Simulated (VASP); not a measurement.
# NbH2 (P-3m1) in VASP: further runs

Runs on NbH2. Level: PBEsol. Tasks: single point, relaxation of cell and atoms.

Everything below comes from runs of VASP 6.6.1. Logs are shortened: lines on timing, memory, paths and dates and some standing lists are left out, and cuts for length are marked.

### 1 The cell of the first run

Symmetry: P-3m1, No. 164, trigonal system. Conventional cell: a = 2.849 Å, b = 2.849 Å, c = 5.037 Å, α = 90.00°, β = 90.00°, γ = 120.00°. Within 2.6 Å of Nb (site symmetry -3m) lie 6 H at 1.99 Å. H (site symmetry 3m) has 3 Nb at 1.99 Å within 2.6 Å.

### 2 Single point, PBEsol

The input, INCAR:

```
PREC = Accurate
ENCUT = 520
EDIFF = 1E-7
ISMEAR = 1
SIGMA = 0.05
LREAL = False
LASPH = True
NELM = 100
ALGO = Normal
ISIF = 2
LWAVE = False
LCHARG = False
GGA = PS
NBANDS = 14
```

The input, KPOINTS:

```
Automatic mesh
0
Gamma
  7 7 4
```

The input, POSCAR:

```
NbH2
1.0
    2.8486471875      0.0000000000      0.0000000000
   -1.4243235938      2.4670008308      0.0000000000
    0.0000000000      0.0000000000      5.0371783654
Nb H
1 2
Direct
    0.0000000000      0.0000000000      0.0000000000
    0.3333333333      0.6666666667      0.2236532236
    0.6666666667      0.3333333333      0.7763467764
```

Potentials or basis: VASP PAW PBE potentials, release 64 (Nb_sv, H).

Run with:

```bash
$ cat potpaw_PBE.64/Nb_sv/POTCAR potpaw_PBE.64/H/POTCAR > POTCAR
$ mpirun -np 1 vasp_std > vasp.out
```

OUTCAR:

```text
PREC = Accurate
   ENCUT = 520
   EDIFF = 1E-7
   ISMEAR = 1
   LREAL = False
   LASPH = True
   NELM = 100
   ISIF = 2
   GGA = PS

 ion  position               nearest neighbor table
   1  0.000  0.000  0.000-
   2  0.333  0.667  0.224-
   3  0.667  0.333  0.776-

  LATTYP: Found a hexagonal cell.
 ALAT       =     2.8486471875
 C/A-ratio  =     1.7682703522

  Lattice vectors:

 A1 = (   2.8486471875,   0.0000000000,   0.0000000000)
 A2 = (  -1.4243235938,   2.4670008308,   0.0000000000)
 A3 = (   0.0000000000,   0.0000000000,   5.0371783654)

Analysis of symmetry for initial positions (statically):
=====================================================================
 Subroutine PRICEL returns:
 Original cell was already a primitive cell.

 Routine SETGRP: Setting up the symmetry group for a
 hexagonal supercell.

 Subroutine GETGRP returns: Found 12 space group operations
 (whereof 12 operations were pure point group operations)
 out of a pool of 24 trial point group operations.

The static configuration has the point symmetry D_3d.

Analysis of symmetry for dynamics (positions and initial velocities):
=====================================================================
 Subroutine PRICEL returns:
 Original cell was already a primitive cell.

 Routine SETGRP: Setting up the symmetry group for a
 hexagonal supercell.

 Subroutine GETGRP returns: Found 12 space group operations
 (whereof 12 operations were pure point group operations)
 out of a pool of 24 trial point group operations.

The dynamic configuration has the point symmetry D_3d.

 Subroutine INISYM returns: Found 12 space group operations
 (whereof 12 operations are pure point group operations),
 and found     1 'primitive' translations

----------------------------------------------------------------------------------------

                                     Primitive cell

  volume of cell :      35.3994

  direct lattice vectors                    reciprocal lattice vectors
     2.848647188  0.000000000  0.000000000     0.351043823  0.202675246  0.000000000
    -1.424323594  2.467000831  0.000000000     0.000000000  0.405350492  0.000000000
     0.000000000  0.000000000  5.037178365     0.000000000  0.000000000  0.198523842

  length of vectors
     2.848647188  2.848647188  5.037178365     0.405350492  0.405350492  0.198523842

  position of ions in fractional coordinates (direct lattice)
     0.000000000  0.000000000  0.000000000
     0.333333333  0.666666667  0.223653224
     0.666666667  0.333333333  0.776346776

  ion indices of the primitive-cell ions
   primitive index   ion index
                 1           1
                 2           2
                 3           3

----------------------------------------------------------------------------------------

 KPOINTS: Automatic mesh

Automatic generation of k-mesh.
 Grid dimensions read from file:
 generate k-points for:    7    7    4

 Generating k-lattice:

  Cartesian coordinates                     Fractional coordinates (reciprocal lattice)
     0.050149118  0.028953607  0.000000000     0.142857143  0.000000000  0.000000000
     0.000000000  0.057907213  0.000000000     0.000000000  0.142857143  0.000000000
     0.000000000  0.000000000  0.049630960     0.000000000  0.000000000  0.250000000

  Length of vectors
     0.057907213  0.057907213  0.049630960

  Shift w.r.t. Gamma in fractional coordinates (k-lattice)
     0.000000000  0.000000000  0.000000000

 Subroutine IBZKPT returns following result:
 ===========================================

 Found     28 irreducible k-points:

 Following reciprocal coordinates:
            Coordinates               Weight
  0.000000  0.000000  0.000000      1.000000
  0.142857 -0.000000  0.000000      6.000000
  0.285714 -0.000000  0.000000      6.000000
  0.428571 -0.000000  0.000000      6.000000
  0.142857  0.142857  0.000000      6.000000
  0.285714  0.142857  0.000000     12.000000
[... 16 lines left out ...]
  0.285714 -0.000000  0.500000      6.000000
  0.428571 -0.000000  0.500000      6.000000
 [... further k-points ...]
   k-points           NKPTS =     28   k-points in BZ     NKDIM =     28   number of bands    NBANDS=     14
   number of dos      NEDOS =    301   number of ions     NIONS =      3
   total plane-waves  NPLWV =  23040
   dimension x,y,z NGX =    24 NGY =   24 NGZ =   40
   dimension x,y,z NGXF=    48 NGYF=   48 NGZF=   80
   ions per type =               1   2
   NGX,Y,Z   is equivalent  to a cutoff of  14.01, 14.01, 13.20 a.u.
   NGXF,Y,Z  is equivalent  to a cutoff of  28.01, 28.01, 26.40 a.u.
 SYSTEM =  unknown system
   PREC   = accura    normal or accurate (medium, high low for compatibility)
   ISTART =      0    job   : 0-new  1-cont  2-samecut
   ICHARG =      2    charge: 1-file 2-atom 10-const
   ISPIN  =      1    spin polarized calculation?
   LNONCOLLINEAR =      F non collinear calculations
   LSORBIT =      F    spin-orbit coupling
   LASPH  =      T    aspherical Exc in radial PAW
   ENCUT  =  520.0 eV  38.22 Ry    6.18 a.u.   5.30  5.30  9.37*2*pi/ulx,y,z
   NELM   =    100;   NELMIN=  2; NELMDL= -5     # of ELM steps
   EDIFF  = 0.1E-06   stopping-criterion for ELM
   LREAL  =      F    real-space projection
   EDIFFG = 0.1E-05   stopping-criterion for IOM
   NSW    =      0    number of steps for IOM
   IBRION =     -1    ionic relax: 0-MD 1-quasi-New 2-CG
   NFREE  =      0    steps in history (QN), initial steepest desc. (CG)
   ISIF   =      2    stress and relaxation
   ISYM   =      2    0-nonsym 1-usesym 2-fastsym
   POTIM  = 0.5000    time-step for ionic-motion
   TEBEG  =    0.0;   TEEND  =   0.0 temperature during run
   PSTRESS=    0.0 pullay stress
   NELECT =      15.0000    total number of electrons
   NUPDOWN=      -1.0000    fix difference up-down
   EMIN   =  10.00;   EMAX   =-10.00  energy-range for DOS
   EFERMI =   0.00;   METHOD = LEGACY
   ISMEAR =     1;   SIGMA  =   0.05  broadening in eV -4-tet -1-fermi 0-gaus
   EFERMI_NEDOS =   21; number of points for ismear=-14 and -15
   IALGO  =     38    algorithm
   IMIX   =      4    mixing-type and parameters
     AMIX     =   0.40;   BMIX     =  1.00
     AMIX_MAG =   1.60;   BMIX_MAG =  1.00
  volume/ion in A,a.u.               =      11.80        79.63
  Fermi-wavevector in a.u.,A,eV,Ry     =   1.229627  2.323659 20.571781  1.511983
  Thomas-Fermi vector in A             =   2.364507
   LORBIT       =      0    0 simple, 1 ext, 2 COOP (PROOUT), +10 PAW based schemes
   GGA     = PS    functional components
   LHFCALC =     F    Hartree Fock is set to
   AEXX    =    0.0000 exact exchange contribution
   IVDW    =     0    specifies the selected vdW correction
   LEPSILON=     F    determine dielectric tensor
   LRPA    =     F    only Hartree local field effects (RPA)
 non-spin polarized calculation
 Methfessel and Paxton  Order N= 1 SIGMA  =   0.05
  energy-cutoff  :      520.00
  volume of cell :       35.40
 maximum number of plane-waves:       962
 NGX is ok and might be reduce to    24
   NGX = 11   NGY = 11   NGZ = 19

 number of electron      15.0000000 magnetization

 Free energy of the ion-electron system (eV)
  ---------------------------------------------------
  ext. energy  EPLUGINS =         0.00000000
  ---------------------------------------------------
  free energy    TOTEN  =       -17.30830537 eV

  energy without entropy =      -17.30889948  energy(sigma->0) =      -17.30850341

 E-fermi :   4.9614     XC(G=0):  -9.6653

 val. band max:        4.9173456710   @ k =   0.0000   0.2857   0.2500
 cond. band min:       5.0088941361   @ k =   0.2857   0.1429   0.0000
 fundamental gap:      0.0915484651
 Fermi energy:         4.9613998245

 k-point     1 :       0.0000    0.0000    0.0000
  band No.  band energies     occupation
      1     -50.1752      2.00000
      2     -26.5424      2.00000
      3     -25.4015      2.00000
      4     -25.4015      2.00000
      5      -3.1559      2.00000
      6       1.2724      2.00000
      7       2.2994      2.00000
      8       4.9108      2.05257
      9       4.9108      2.05257
     10       7.8213      0.00000
     11       7.8213      0.00000
     12      11.4680      0.00000
     13      14.7773      0.00000
     14      17.3672      0.00000

 k-point     2 :       0.1429   -0.0000    0.0000
  band No.  band energies     occupation
      1     -50.1337      2.00000
      2     -26.4949      2.00000
      3     -25.6876      2.00000
      4     -25.4636      2.00000
      5      -2.5146      2.00000
      6       0.7035      2.00000
      7       2.8018      2.00000
      8       4.4445      2.00000
      9       5.6104     -0.00000
     10       7.5715      0.00000
     11       8.1000      0.00000
     12      11.7352      0.00000
     13      15.5020      0.00000
     14      15.9626      0.00000

 k-point     3 :       0.2857   -0.0000    0.0000
  band No.  band energies     occupation
      1     -50.0389      2.00000
      2     -26.3876      2.00000
      3     -26.2967      2.00000
      4     -25.6003      2.00000
      5      -1.3108      2.00000
      6       0.0498      2.00000
      7       2.9546      2.00000
      8       4.6786      2.00000
      9       6.9692      0.00000
     10       7.6114      0.00000
     11       8.7537      0.00000
     12      12.3731      0.00000
     13      13.8742      0.00000
     14      15.1719      0.00000
[... 324 lines left out ...]
 k-point    23 :       0.2857   -0.0000    0.5000
  band No.  band energies     occupation
      1     -50.0389      2.00000
      2     -26.3889      2.00000
      3     -26.2965      2.00000
      4     -25.6003      2.00000
      5      -1.1859      2.00000
      6      -0.0494      2.00000
      7       3.0552      2.00000
      8       5.1210     -0.00006
      9       6.9405      0.00000
     10       7.2007      0.00000
     11       7.6130      0.00000
     12      12.6094      0.00000
     13      14.4594      0.00000
     14      17.0214      0.00000

 k-point    24 :       0.4286   -0.0000    0.5000
  band No.  band energies     occupation
      1     -49.9615      2.00000
      2     -26.7599      2.00000
      3     -26.2985      2.00000
      4     -25.7073      2.00000
      5      -1.5958      2.00000
      6       1.3741      2.00000
      7       2.4034      2.00000
      8       5.8812     -0.00000
      9       6.6089      0.00000
     10       8.3470      0.00000
     11       9.7989      0.00000
     12      11.9770      0.00000
     13      13.6666      0.00000
     14      16.3610      0.00000

 [... further k-points ...]
[... 5 lines left out ...]
  --------------------------------------------------------------------------------------
  -------------------------------------------------------------------------------------
  Total       -0.0856741     -0.0856741     -0.0282213      0.0000000      0.0000000      0.0000000
  in kB       -3.8776158     -3.8776158     -1.2773005      0.0000000      0.0000000      0.0000000
  external PRESSURE =      -3.0108440 kB  Pullay stress =       0.0000000 kB

 VOLUME and BASIS-vectors are now :
 -----------------------------------------------------------------------------
  energy-cutoff  :      520.00
  volume of cell :       35.40
      direct lattice vectors                 reciprocal lattice vectors
     2.848647188  0.000000000  0.000000000     0.351043823  0.202675246  0.000000000
    -1.424323594  2.467000831  0.000000000     0.000000000  0.405350492  0.000000000
     0.000000000  0.000000000  5.037178365     0.000000000  0.000000000  0.198523842

 POSITION                                       TOTAL-FORCE (eV/Angst)
 -----------------------------------------------------------------------------------
      0.00000      0.00000      0.00000         0.000000      0.000000      0.000000
     -0.00000      1.64467      1.12658         0.000000      0.000000     -0.004127
      1.42432      0.82233      3.91060        -0.000000      0.000000      0.004127
 -----------------------------------------------------------------------------------
    total drift:                               -0.000000     -0.000000     -0.000000

  FREE ENERGIE OF THE ION-ELECTRON SYSTEM (eV)
  ---------------------------------------------------
  free  energy   TOTEN  =       -17.3083053690 eV

  energy  without entropy=      -17.3088994824  energy(sigma->0) =      -17.30850341
```

Wall time 24 s (1 thread of AMD EPYC 7R43 (Zen 3), shared host); peak memory 0.12 GiB.

What came out:

```
Free energy   : -17.3083 eV
Pressure      : -0.3 GPa
Largest force : 0.004 eV/Å
```

Forces in eV/Å, atoms in the order of the input:
```
Nb   0.000  0.000  0.000
H    0.000  0.000 -0.004
H    0.000  0.000  0.004
```

Caveat: the k points lie up to 0.36 Å⁻¹ apart; the PAW data sets were made with another functional, which shifts forces and pressure a little.

(Part 1 of 2 ends here.)
